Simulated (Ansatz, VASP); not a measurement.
**ZnGeO2: VASP beside Ansatz**

File INCAR:

```
SYSTEM = ZnGeO2
PREC = Accurate
ENCUT = 600
EDIFF = 1E-6
ISMEAR = 0
SIGMA = 0.1
LREAL = .False.
LASPH = .True.
NELM = 60
ALGO = Normal
ISIF = 3
LWAVE = .False.
LCHARG = .False.
GGA = PE
IBRION = 2
NSW = 90
EDIFFG = -0.04
```

KPOINTS

```
regular mesh
0
Gamma
  6 6 4
  0 0 0
```

File POSCAR:

```
ZnGeO2
1.0
    3.0097911600      0.0000000000      0.0000000000
    0.0000000000      3.0097911600      0.0000000000
    0.0000000000      0.0000000000      6.1060176700
Zn Ge O
1 1 2
Direct
    0.5000000000      0.5000000000      0.0000000000
    0.5000000000      0.5000000000      0.5000000000
    0.0000000000      0.0000000000      0.0000000000
    0.0000000000      0.0000000000      0.5000000000
```

Input for Ansatz:

```yaml
crystal:
  lattice:
    - [3.00979116, 0.0, 0.0]
    - [0.0, 3.00979116, 0.0]
    - [0.0, 0.0, 6.10601767]
  atoms:
    - { symbol: Zn, position: [0.5, 0.5, 0.0] }
    - { symbol: Ge, position: [0.5, 0.5, 0.5] }
    - { symbol: O, position: [0.0, 0.0, 0.0] }
    - { symbol: O, position: [0.0, 0.0, 0.5] }
basis:
  ecutwfc: 420
kpoints:
  mp_grid: { grid: [6, 6, 4] }
hamiltonian:
  xc: pbe
scf:
  occupations: { method: gaussian, width: 0.1 }
  lower_state_search: "off"
output:
  forces: true
  stress: true
  eigenvalues: true
relax:
  adjacent_minimum: "off"
  f_tol: 0.04
  max_steps: 70
  cell: { stress_tol: 0.4 }
```

Alike in both runs: task relaxation of cell and atoms; functional PBE; k mesh 6 × 6 × 4; occupations gaussian, width 0.1 eV; no spin polarisation.

|  | VASP | Ansatz |
| --- | --- | --- |
| version | VASP 6.6.1 | Ansatz 0.2.0 |
| potentials or method | VASP PAW PBE potentials, release 64 (Zn, Ge_d, O), cutoff 600 eV | scalar-relativistic, plane waves, PAW |
| valence electrons in the cell | 38 | 38 |

```csv
,VASP,Ansatz,Ansatz less VASP
"gap on the k mesh at the Fermi level, each at its own relaxed structure (eV)",none,none,-
relaxed volume (Å³/atom),16.23,16.93,+0.699
relaxed cell length with the largest relative difference (Å),7.250,7.568,+0.3183
```

A gap of «none» marks a metal or a gap that the smearing closes.

Noted on VASP's run: the volume moved by over 15 % at a fixed basis, so the end points are rough.
